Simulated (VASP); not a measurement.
# ZnS (Wurtzite-2H) in VASP: further runs, part 2 of 2

VASP 6.6.1. Earlier steps stand in the parts before.

### Step 3. Single point, r2SCAN

POSCAR reads:

```
ZnS
1.0
    3.8110000000      0.0000000000      0.0000000000
   -1.9055000000      3.3004228100      0.0000000000
    0.0000000000      0.0000000000      6.2340000000
Zn S
2 2
Direct
    0.3224896590      0.6560729330      0.0062660600
    0.6684934567      0.3371971646      0.5027463973
    0.3406357313      0.6921902908      0.3698756470
    0.6777524137      0.3215340114      0.8817449643
```

INCAR.step1 reads:

```
ALGO = Normal
EDIFF = 1E-5
ENCUT = 550
GGA = PE
GGA_COMPAT = False
ISMEAR = 0
LASPH = True
LCHARG = False
LREAL = False
LWAVE = True
NBANDS = 26
NELM = 120
PREC = Accurate
SIGMA = 0.1
```

INCAR.step2 reads:

```
ALGO = Normal
EDIFF = 1E-6
ENCUT = 550
GGA_COMPAT = False
ISIF = 2
ISMEAR = 0
ISTART = 1
LASPH = True
LCHARG = False
LMIXTAU = True
LREAL = False
LWAVE = False
METAGGA = R2SCAN
NBANDS = 26
NELM = 120
PREC = Accurate
SIGMA = 0.1
```

KPOINTS reads:

```
k-points
0
Gamma
  2 2 1
```

Potentials or basis: VASP PAW PBE potentials, release 64 (Zn, S).

Launch:

```bash
cat potpaw_PBE.64/Zn/POTCAR potpaw_PBE.64/S/POTCAR > POTCAR
cp INCAR.step1 INCAR
mpirun -np 1 vasp_std > vasp.out
cp INCAR.step2 INCAR
mpirun -np 1 vasp_std > vasp.out
```

OUTCAR:

```text
EDIFF = 1E-6
   ENCUT = 550
   ISIF = 2
   ISMEAR = 0
   ISTART = 1
   LASPH = True
   LREAL = False
   METAGGA = R2SCAN
   NELM = 120
   PREC = Accurate

 ion  position               nearest neighbor table
   1  0.322  0.656  0.006-   4 2.27   3 2.27   4 2.33   4 2.41
   2  0.668  0.337  0.503-   3 2.28   4 2.36   3 2.37   3 2.40
   3  0.341  0.692  0.370-   1 2.27   2 2.28   2 2.37   2 2.40
   4  0.678  0.322  0.882-   1 2.27   1 2.33   2 2.36   1 2.41

  LATTYP: Found a hexagonal cell.
[... 291 lines left out ...]

  FORCE on cell =-STRESS in cart. coord.  units (eV):
  Direction    XX          YY          ZZ          XY          YZ          ZX
  --------------------------------------------------------------------------------------
  -------------------------------------------------------------------------------------
  Total        2.3056880      3.2162625     -2.4017662      0.6025855      0.3848933      0.2839981
  in kB       47.1124612     65.7183631    -49.0756424     12.3127175      7.8645808      5.8029739
  external PRESSURE =      21.2517273 kB  Pullay stress =       0.0000000 kB

 VOLUME and BASIS-vectors are now :
 -----------------------------------------------------------------------------
  energy-cutoff  :      550.00
  volume of cell :       78.41
      direct lattice vectors                 reciprocal lattice vectors
     3.811000000  0.000000000  0.000000000     0.262398321  0.151495741  0.000000000
    -1.905500000  3.300422810  0.000000000     0.000000000  0.302991482  0.000000000
     0.000000000  0.000000000  6.234000000     0.000000000  0.000000000  0.160410651

 POSITION                                       TOTAL-FORCE (eV/Angst)
 -----------------------------------------------------------------------------------
     -0.02114      2.16532      0.03906         0.512699      0.049850     -0.199067
      1.90510      1.11289      3.13412        -0.063598      0.430704      0.179379
     -0.02081      2.28452      2.30580         0.156139     -0.547983      0.483991
      1.97023      1.06120      5.49680        -0.605240      0.067429     -0.464302
 -----------------------------------------------------------------------------------
    total drift:                                0.011134      0.000801      0.017738

  FREE ENERGIE OF THE ION-ELECTRON SYSTEM (eV)
  ---------------------------------------------------
  free  energy   TOTEN  =       -36.6828028175 eV

  energy  without entropy=      -36.6828028175  energy(sigma->0) =      -36.68280282
```

OUTCAR.step1:

```text
EDIFF = 1E-5
   ENCUT = 550
   GGA = PE
   ISMEAR = 0
[... 323 lines left out ...]
     -0.02114      2.16532      0.03906         0.514932      0.047355     -0.211399
      1.90510      1.11289      3.13412        -0.066230      0.435281      0.208225
     -0.02081      2.28452      2.30580         0.159579     -0.545914      0.461044
      1.97023      1.06120      5.49680        -0.608281      0.063278     -0.457870
 -----------------------------------------------------------------------------------
    total drift:                               -0.000101     -0.001633      0.000453

  FREE ENERGIE OF THE ION-ELECTRON SYSTEM (eV)
  ---------------------------------------------------
  free  energy   TOTEN  =       -12.5944768906 eV

  energy  without entropy=      -12.5944768906  energy(sigma->0) =      -12.59447689
```

It took 1.7 min on 1 thread of AMD EPYC 7R13, shared host; peak memory 0.18 GiB.

What came out:

```yaml
Free_energy: -36.6828 eV
Pressure: 2.1 GPa
Largest_force: 0.766 eV/Å
Band_gap_on_the_k_mesh: 2.71 eV, direct
```

Forces in eV/Å, atoms in the order of the input:
```
Zn   0.513  0.050 -0.199
Zn  -0.064  0.431  0.179
S    0.156 -0.548  0.484
S   -0.605  0.067 -0.464
```

Stress tensor (GPa, compression positive):
```
 4.71  1.23  0.58
 1.23  6.57  0.79
 0.58  0.79 -4.91
```

Caveat: the k points lie up to 1.01 Å⁻¹ apart; the PAW data sets were made with another functional, which shifts forces and pressure a little. r2SCAN opens gaps a little over a GGA but as a rule still falls short of measured ones.

### Step 4. Single point, r2SCAN

POSCAR reads:

```
ZnS
1.0
    3.8110000000      0.0000000000      0.0000000000
   -1.9055000000      3.3004228100      0.0000000000
    0.0000000000      0.0000000000      6.2340000000
Zn S
2 2
Direct
    0.3333333333      0.6666666667      0.0000000000
    0.6666666667      0.3333333333      0.5000000000
    0.3333333333      0.6666666667      0.3850000000
    0.6666666667      0.3333333333      0.8850000000
```

INCAR.step1 reads:

```
PREC     = Accurate       # precision mode
ENCUT    = 550            # plane-wave cutoff, eV
ISMEAR   = 0              # smearing method
SIGMA    = 0.1            # smearing width, eV
LREAL    = F              # projectors in reciprocal space
LASPH    = T              # aspherical terms in the spheres
NELM     = 120            # most SCF steps
NBANDS   = 26             # bands
GGA      = PE             # functional
ALGO     = Normal         # electronic algorithm
EDIFF    = 1E-5           # SCF threshold, eV
LWAVE    = T              # write WAVECAR
LCHARG   = F              # write CHGCAR
GGA_COMPAT= F
```

INCAR.step2 reads:

```
PREC     = Accurate       # precision mode
ENCUT    = 550            # plane-wave cutoff, eV
EDIFF    = 1E-6           # SCF threshold, eV
ISMEAR   = 0              # smearing method
SIGMA    = 0.1            # smearing width, eV
LREAL    = F              # projectors in reciprocal space
LASPH    = T              # aspherical terms in the spheres
NELM     = 120            # most SCF steps
ALGO     = Normal         # electronic algorithm
ISIF     = 2              # what is computed and relaxed
LWAVE    = F              # write WAVECAR
LCHARG   = F              # write CHGCAR
METAGGA  = R2SCAN         # meta-GGA
LMIXTAU  = T            
NBANDS   = 26             # bands
ISTART   = 1            
GGA_COMPAT= F
```

KPOINTS reads:

```
Automatic mesh
0
Gamma
  2 2 1
```

Launch:

```bash
cat potpaw_PBE.64/Zn/POTCAR potpaw_PBE.64/S/POTCAR > POTCAR
cp INCAR.step1 INCAR
mpirun -np 1 vasp_std > vasp.out
cp INCAR.step2 INCAR
mpirun -np 1 vasp_std > vasp.out
```

Wall time 30 s (1 thread of Intel Xeon Platinum 8488C (Sapphire Rapids), shared host); peak memory 0.19 GiB.

It converged, with:

```
Free energy            : -36.7184 eV
Pressure               : 1.9 GPa
Largest force          : 0.382 eV/Å
Band gap on the k mesh : 2.77 eV, direct
```

Forces on the atoms (eV/Å):
```
Zn   0.000  0.000  0.382
Zn   0.000  0.000  0.382
S    0.000  0.000 -0.382
S    0.000  0.000 -0.382
```

Stress tensor (GPa, compression positive):
```
 6.53  0.00  0.00
 0.00  6.53  0.00
 0.00  0.00 -7.49
```

Levels at points of the mesh, in eV from the valence-band top:
| k point | band 16 | band 17 | band 18 | band 19 | band 20 | band 21 |
| --- | --- | --- | --- | --- | --- | --- |
| (0.00, 0.00, 0.00) | -0.02 | -0.02 | 0.00 | 2.77 | 3.44 | 6.71 |
| (0.50, 0.00, 0.00) | -2.34 | -1.62 | -1.02 | 3.91 | 4.73 | 5.45 |

Caveat: the k points lie up to 1.01 Å⁻¹ apart; the PAW data sets were made with another functional, which shifts forces and pressure a little.

### Step 5. Single point, r2SCAN

POSCAR reads:

```
ZnS
1.0
    3.8110000000      0.0000000000      0.0000000000
   -1.9055000000      3.3004228100      0.0000000000
    0.0000000000      0.0000000000      6.2340000000
Zn S
2 2
Direct
    0.3325511995      0.6659561081      0.0003837274
    0.6667700558      0.3335358837      0.5001290933
    0.3338540440      0.6685139956      0.3840272438
    0.6675301209      0.3325219863      0.8849269589
```

INCAR.step1 reads:

```
SYSTEM = ZnS
PREC = Accurate
ENCUT = 550
ISMEAR = 0
SIGMA = 0.1
LREAL = .FALSE.
LASPH = .TRUE.
NELM = 120
NBANDS = 26
GGA = PE
ALGO = Normal
EDIFF = 1E-5
LWAVE = .TRUE.
LCHARG = .FALSE.
GGA_COMPAT = .FALSE.
```

INCAR.step2 reads:

```
SYSTEM = ZnS
PREC = Accurate
ENCUT = 550
EDIFF = 1E-6
ISMEAR = 0
SIGMA = 0.1
LREAL = .FALSE.
LASPH = .TRUE.
NELM = 120
ALGO = Normal
ISIF = 2
LWAVE = .FALSE.
LCHARG = .TRUE.
METAGGA = R2SCAN
LMIXTAU = .TRUE.
LELF = .TRUE.
LVHAR = .TRUE.
NBANDS = 26
ISTART = 1
GGA_COMPAT = .FALSE.
```

KPOINTS reads:

```
regular mesh
0
G
  2 2 1
  0 0 0
```

Launch:

```bash
cat potpaw_PBE.64/Zn/POTCAR potpaw_PBE.64/S/POTCAR > POTCAR
cp INCAR.step1 INCAR
mpirun -np 1 vasp_std > vasp.out
cp INCAR.step2 INCAR
mpirun -np 1 vasp_std > vasp.out
```

It took 37 s on 1 thread of Intel Xeon Platinum 8488C (Sapphire Rapids), shared host; peak memory 0.2 GiB.

Results (log left out):

| Quantity | Value |
| --- | --- |
| Free energy | -36.7217 eV |
| Pressure | 1.8 GPa |
| Largest force | 0.395 eV/Å |
| Band gap on the k mesh | 2.78 eV, direct |

Forces in eV/Å, atoms in the order of the input:
```
Zn   0.044  0.000  0.354
Zn  -0.009  0.036  0.373
S    0.015 -0.047 -0.335
S   -0.050  0.010 -0.391
```

Stress tensor (GPa, compression positive):
```
 6.38  0.11  0.04
 0.11  6.55  0.04
 0.04  0.04 -7.40
```

Levels at points of the mesh, in eV from the valence-band top:
| k point | band 14 | band 15 | band 16 | band 17 | band 18 | band 19 | band 20 | band 21 | band 22 | band 23 |
| --- | --- | --- | --- | --- | --- | --- | --- | --- | --- | --- |
| (0.00, 0.00, 0.00) | -0.90 | -0.88 | -0.02 | -0.01 | 0.00 | 2.78 | 3.45 | 6.71 | 6.72 | 7.05 |
| (0.50, 0.00, 0.00) | -4.31 | -3.26 | -2.33 | -1.63 | -1.01 | 3.92 | 4.74 | 5.45 | 7.51 | 7.97 |
| (0.00, 0.50, 0.00) | -4.32 | -3.26 | -2.33 | -1.63 | -1.01 | 3.92 | 4.75 | 5.47 | 7.51 | 7.95 |
| (0.50, 0.50, 0.00) | -4.29 | -3.27 | -2.33 | -1.61 | -1.01 | 3.91 | 4.72 | 5.42 | 7.51 | 8.00 |

Caveat: the k points lie up to 1.01 Å⁻¹ apart; the PAW data sets were made with another functional, which shifts forces and pressure a little.
